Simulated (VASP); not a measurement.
# C2H2 in VASP: notebook

The runs below take C2H2 through single point, with PBE+D3(BJ), HSE06, RPBE.

Program: VASP 6.6.1. These are calculated values, not measurements. Logs are shortened: lines on timing, memory, paths and dates and some standing lists are left out, and cuts for length are marked.

**1. The cell of the first run**

The cell holds a molecule in a box, 4 atoms: a = 12.000 Å, b = 12.500 Å, c = 13.000 Å, α = 90.00°, β = 90.00°, γ = 90.00°.

**2. Single point, PBE+D3(BJ)**

INCAR

```
SYSTEM = HC
PREC = Accurate
ENCUT = 1000
EDIFF = 1E-6
ISMEAR = 0
SIGMA = 0.01
LREAL = .False.
LASPH = .True.
NELM = 120
ALGO = Normal
ISIF = 2
LWAVE = .False.
LCHARG = .False.
GGA = PE
IVDW = 12
NBANDS = 13
GGA_COMPAT = .False.
NELMDL = -8
```

KPOINTS

```
Automatic mesh
0
Gamma
  1 1 1
  0 0 0
```

POSCAR

```
HC
1.0
   12.0000000000      0.0000000000      0.0000000000
    0.0000000000     12.5000000000      0.0000000000
    0.0000000000      0.0000000000     13.0000000000
C H
2 2
Direct
    0.5000000000      0.5000000000      0.5463979933
    0.5000000000      0.5000000000      0.4536020067
    0.5000000000      0.5000000000      0.3712640089
    0.5000000000      0.5000000000      0.6287359911
```

Potentials or basis: VASP PAW PBE potentials, release 64 (C_h, H_h).

Run with:

```sh
> cat potpaw_PBE.64/C_h/POTCAR potpaw_PBE.64/H_h/POTCAR > POTCAR
> mpirun -np 1 vasp_gam > vasp.out
```

OUTCAR:

```text
SYSTEM = HC
   PREC = Accurate
   ENCUT = 1000
   EDIFF = 1E-6
   ISMEAR = 0
   LREAL = .False.
   LASPH = .True.
   NELM = 120
   ISIF = 2
   GGA = PE
   IVDW = 12
   NELMDL = -8
 IVDW          = 12

 ion  position               nearest neighbor table
   1  0.500  0.500  0.546-   4 1.07   2 1.21
   2  0.500  0.500  0.454-   3 1.07   1 1.21
   3  0.500  0.500  0.371-   2 1.07
   4  0.500  0.500  0.629-   1 1.07

  LATTYP: Found a simple orthorhombic cell.
 ALAT       =    12.0000000000
 B/A-ratio  =     1.0416666667
 C/A-ratio  =     1.0833333333

  Lattice vectors:

 A1 = (  12.0000000000,   0.0000000000,   0.0000000000)
 A2 = (   0.0000000000,  12.5000000000,   0.0000000000)
 A3 = (   0.0000000000,   0.0000000000,  13.0000000000)

Analysis of symmetry for initial positions (statically):
=====================================================================
 Subroutine PRICEL returns:
 Original cell was already a primitive cell.

 Routine SETGRP: Setting up the symmetry group for a
 simple orthorhombic supercell.

 Subroutine GETGRP returns: Found  8 space group operations
 (whereof  8 operations were pure point group operations)
 out of a pool of  8 trial point group operations.

The static configuration has the point symmetry D_2h.

Analysis of symmetry for dynamics (positions and initial velocities):
=====================================================================
 Subroutine PRICEL returns:
 Original cell was already a primitive cell.

 Routine SETGRP: Setting up the symmetry group for a
 simple orthorhombic supercell.

 Subroutine GETGRP returns: Found  8 space group operations
 (whereof  8 operations were pure point group operations)
 out of a pool of  8 trial point group operations.

The dynamic configuration has the point symmetry D_2h.

 Subroutine INISYM returns: Found  8 space group operations
 (whereof  8 operations are pure point group operations),
 and found     1 'primitive' translations

----------------------------------------------------------------------------------------

                                     Primitive cell

  volume of cell :    1950.0000

  direct lattice vectors                    reciprocal lattice vectors
    12.000000000  0.000000000  0.000000000     0.083333333  0.000000000  0.000000000
     0.000000000 12.500000000  0.000000000     0.000000000  0.080000000  0.000000000
     0.000000000  0.000000000 13.000000000     0.000000000  0.000000000  0.076923077

  length of vectors
    12.000000000 12.500000000 13.000000000     0.083333333  0.080000000  0.076923077

  position of ions in fractional coordinates (direct lattice)
     0.500000000  0.500000000  0.546397993
     0.500000000  0.500000000  0.453602007
     0.500000000  0.500000000  0.371264009
     0.500000000  0.500000000  0.628735991

  ion indices of the primitive-cell ions
   primitive index   ion index
                 1           1
                 2           2
                 3           3
                 4           4

----------------------------------------------------------------------------------------

 KPOINTS: Automatic mesh

Automatic generation of k-mesh.
 Grid dimensions read from file:
 generate k-points for:    1    1    1

 Generating k-lattice:

  Cartesian coordinates                     Fractional coordinates (reciprocal lattice)
     0.083333333  0.000000000  0.000000000     1.000000000  0.000000000  0.000000000
     0.000000000  0.080000000  0.000000000     0.000000000  1.000000000  0.000000000
     0.000000000  0.000000000  0.076923077     0.000000000  0.000000000  1.000000000

  Length of vectors
     0.083333333  0.080000000  0.076923077

  Shift w.r.t. Gamma in fractional coordinates (k-lattice)
     0.000000000  0.000000000  0.000000000

 Subroutine IBZKPT returns following result:
 ===========================================

 Found      1 irreducible k-points:

 Following reciprocal coordinates:
            Coordinates               Weight
  0.000000  0.000000  0.000000      1.000000
   k-points           NKPTS =      1   k-points in BZ     NKDIM =      1   number of bands    NBANDS=     13
   number of dos      NEDOS =    301   number of ions     NIONS =      4
   total plane-waves  NPLWV = ******
   dimension x,y,z NGX =   126 NGY =  140 NGZ =  140
   dimension x,y,z NGXF=   252 NGYF=  280 NGZF=  280
   ions per type =               2   2
   NGX,Y,Z   is equivalent  to a cutoff of  17.46, 18.62, 17.90 a.u.
   NGXF,Y,Z  is equivalent  to a cutoff of  34.91, 37.24, 35.81 a.u.
 SYSTEM =  HC
   PREC   = accura    normal or accurate (medium, high low for compatibility)
   ISTART =      0    job   : 0-new  1-cont  2-samecut
   ICHARG =      2    charge: 1-file 2-atom 10-const
   ISPIN  =      1    spin polarized calculation?
   LNONCOLLINEAR =      F non collinear calculations
   LSORBIT =      F    spin-orbit coupling
   LASPH  =      T    aspherical Exc in radial PAW
   ENCUT  = 1000.0 eV  73.50 Ry    8.57 a.u.  30.94 32.23 33.52*2*pi/ulx,y,z
   NELM   =    120;   NELMIN=  2; NELMDL= -8     # of ELM steps
   EDIFF  = 0.1E-05   stopping-criterion for ELM
   LREAL  =      F    real-space projection
   EDIFFG = 0.1E-04   stopping-criterion for IOM
   NSW    =      0    number of steps for IOM
   IBRION =     -1    ionic relax: 0-MD 1-quasi-New 2-CG
   NFREE  =      0    steps in history (QN), initial steepest desc. (CG)
   ISIF   =      2    stress and relaxation
   ISYM   =      2    0-nonsym 1-usesym 2-fastsym
   POTIM  = 0.5000    time-step for ionic-motion
   TEBEG  =    0.0;   TEEND  =   0.0 temperature during run
   PSTRESS=    0.0 pullay stress
   NELECT =      10.0000    total number of electrons
   NUPDOWN=      -1.0000    fix difference up-down
   EMIN   =  10.00;   EMAX   =-10.00  energy-range for DOS
   EFERMI =   0.00;   METHOD = LEGACY
   ISMEAR =     0;   SIGMA  =   0.01  broadening in eV -4-tet -1-fermi 0-gaus
   EFERMI_NEDOS =   21; number of points for ismear=-14 and -15
   IALGO  =     38    algorithm
   IMIX   =      4    mixing-type and parameters
     AMIX     =   0.40;   BMIX     =  1.00
     AMIX_MAG =   1.60;   BMIX_MAG =  1.00
  volume/ion in A,a.u.               =     487.50      3289.81
  Fermi-wavevector in a.u.,A,eV,Ry     =   0.282312  0.533493  1.084388  0.079700
  Thomas-Fermi vector in A             =   1.132971
   LORBIT       =      0    0 simple, 1 ext, 2 COOP (PROOUT), +10 PAW based schemes
   GGA     = PE    functional components
   LHFCALC =     F    Hartree Fock is set to
   AEXX    =    0.0000 exact exchange contribution
   IVDW    =    12    specifies the selected vdW correction
   LEPSILON=     F    determine dielectric tensor
   LRPA    =     F    only Hartree local field effects (RPA)
 non-spin polarized calculation
 Gauss-broadening in eV      SIGMA  =   0.01
  energy-cutoff  :     1000.00
  volume of cell :     1950.00
 maximum number of plane-waves:     70048
 NGX is ok and might be reduce to   126
   NGX = 61   NGY = 65   NGZ = 67

 number of electron      10.0000000 magnetization

 Free energy of the ion-electron system (eV)
  ---------------------------------------------------
  ext. energy  EPLUGINS =         0.00000000
  ---------------------------------------------------
  free energy    TOTEN  =       -22.98684536 eV

  energy without entropy =      -22.98684536  energy(sigma->0) =      -22.98684536

 E-fermi :  -6.9964     XC(G=0):  -0.4368

 val. band max:       -7.0829590091   @ k =   0.0000   0.0000   0.0000
 cond. band min:      -0.3358090814   @ k =   0.0000   0.0000   0.0000
 fundamental gap:      6.7471499277
 Fermi energy:        -6.9963941735

 k-point     1 :       0.0000    0.0000    0.0000
  band No.  band energies     occupation
      1     -18.4966      2.00000
      2     -13.9300      2.00000
      3     -12.0649      2.00000
      4      -7.0830      2.00000
      5      -7.0830      2.00000
      6      -0.3358      0.00000
      7      -0.3350      0.00000
      8      -0.2647      0.00000
      9       0.2526      0.00000
     10       0.6787      0.00000
     11       0.7204      0.00000
     12       0.7250      0.00000
     13       0.7910      0.00000

------------------------ aborting loop because EDIFF is reached ----------------------------------------

 Edisp (eV)   -0.03584

 E8    (eV) :    -0.0105

  FORCE on cell =-STRESS in cart. coord.  units (eV):
  Direction    XX          YY          ZZ          XY          YZ          ZX
  --------------------------------------------------------------------------------------
  -------------------------------------------------------------------------------------
  Total      -0.02204    -0.02213    -0.08102    -0.00000     0.00000     0.00000
  in kB      -0.01811    -0.01818    -0.06657    -0.00000     0.00000     0.00000
  external pressure =       -0.03 kB  Pullay stress =        0.00 kB

 VOLUME and BASIS-vectors are now :
 -----------------------------------------------------------------------------
  energy-cutoff  :     1000.00
  volume of cell :     1950.00
      direct lattice vectors                 reciprocal lattice vectors
    12.000000000  0.000000000  0.000000000     0.083333333  0.000000000  0.000000000
     0.000000000 12.500000000  0.000000000     0.000000000  0.080000000  0.000000000
     0.000000000  0.000000000 13.000000000     0.000000000  0.000000000  0.076923077

 POSITION                                       TOTAL-FORCE (eV/Angst)
 -----------------------------------------------------------------------------------
      6.00000      6.25000      7.10317         0.000000     -0.000000     -0.000415
      6.00000      6.25000      5.89683         0.000000      0.000000      0.000415
      6.00000      6.25000      4.82643         0.000000     -0.000000      0.016998
      6.00000      6.25000      8.17357         0.000000     -0.000000     -0.016998
 -----------------------------------------------------------------------------------
    total drift:                                0.000000     -0.000000      0.000000

  FREE ENERGIE OF THE ION-ELECTRON SYSTEM (eV)
  ---------------------------------------------------
  free  energy   TOTEN  =       -23.0226833263 eV

  energy  without entropy=      -23.0226833263  energy(sigma->0) =      -23.02268333
```

Wall time 6.6 min (1 thread of Intel Xeon Platinum 8259CL at 2.50GHz (Skylake/Cascade Lake), shared host); peak memory 3.2 GiB.

What came out:

| Property | Result |
| --- | --- |
| Free energy | -23.0227 eV |
| Largest force | 0.017 eV/Å |
| Gap between the frontier levels | 6.75 eV |
| Dispersion energy per atom | -0.009 eV |

Forces on the atoms (eV/Å):
```
C    0.000  0.000  0.000
C    0.000  0.000  0.000
H    0.000  0.000  0.017
H    0.000  0.000 -0.017
```

[end of part 1 of 2]
